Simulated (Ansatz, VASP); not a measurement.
## Two plane-wave programs on Cu

File INCAR:

```
SYSTEM = Cu
  ALGO = Fast
  EDIFF = 1E-6
  ENCUT = 520
  GGA = PS
  ISIF = 2
  ISMEAR = 0
  LASPH = .True.
  LCHARG = .True.
  LELF = .True.
  LREAL = .False.
  LVHAR = .True.
  LWAVE = .False.
  NBANDS = 30
  NELM = 60
  PREC = Accurate
  SIGMA = 0.15
```

The input KPOINTS:

```
k-points
0
Gamma
  14 8 8
  0 0 0
```

File POSCAR:

```
Cu
1.0
   -2.5205910273      0.0000000000      0.0000000000
    0.0000000000      0.0000000000     -4.1165232714
    0.0000000000     -4.3657917244      0.0000000000
Cu
4
Direct
    0.3669293017      0.7199151601      0.1825866597
    0.1330706983      0.7800848399      0.6507466737
    0.0044656180      0.2344507774      0.3830596276
    0.4955343820      0.2655492226      0.7836070390
```

Input for Ansatz:

```yaml
crystal:
  lattice:
    - [-2.5205910273, 0.0, 0.0]
    - [0.0, 0.0, -4.1165232714]
    - [0.0, -4.3657917244, 0.0]
  atoms:
    - { symbol: Cu, position: [0.3669293017, 0.7199151601, 0.1825866597] }
    - { symbol: Cu, position: [0.1330706983, 0.7800848399, 0.6507466737] }
    - { symbol: Cu, position: [0.004465618, 0.2344507774, 0.3830596276] }
    - { symbol: Cu, position: [0.495534382, 0.2655492226, 0.783607039] }
basis:
  ecutwfc: 420
kpoints:
  mp_grid: { grid: [14, 8, 8] }
hamiltonian:
  xc: pbesol
scf:
  occupations: { method: gaussian, width: 0.15 }
output:
  forces: true
  stress: true
  eigenvalues: true
```

Alike in both runs: task single point; functional PBEsol; k mesh 14 × 8 × 8; occupations gaussian, width 0.15 eV; no spin polarisation.

```csv
,VASP,Ansatz
version,VASP 6.6.1,Ansatz 0.2.0
potentials or method,"VASP PAW PBE potentials, release 64 (Cu), cutoff 520 eV","scalar-relativistic, plane waves, PAW"
valence electrons in the cell,44,76
```

Ansatz gave:

| Item | Value |
| --- | --- |
| gap on the k mesh at the Fermi level (eV) | none |
| pressure (GPa) | 18.7 |
| traceless stress, the component that is largest in VASP (GPa) | 14.34 |
| rms of the force components (eV/Å) | 2.121 |

Problem. Which values does VASP return?

Solution. gap on the k mesh at the Fermi level (eV): none; pressure (GPa): 19.2; traceless stress, the component that is largest in VASP (GPa): 14.33; rms of the force components (eV/Å): 2.133.

VASP's potentials were made for PBE, not for PBEsol. Atom by atom the forces differ by 0.012 eV/Å (rms over components). A gap of «none» marks a metal or a gap that the smearing closes. With one functional, cell and mesh, what is left measures potentials, basis and numerics. VASP's potentials hold 44 valence electrons a cell and Ansatz's 76, so a difference there can come from the potentials and not from the codes.
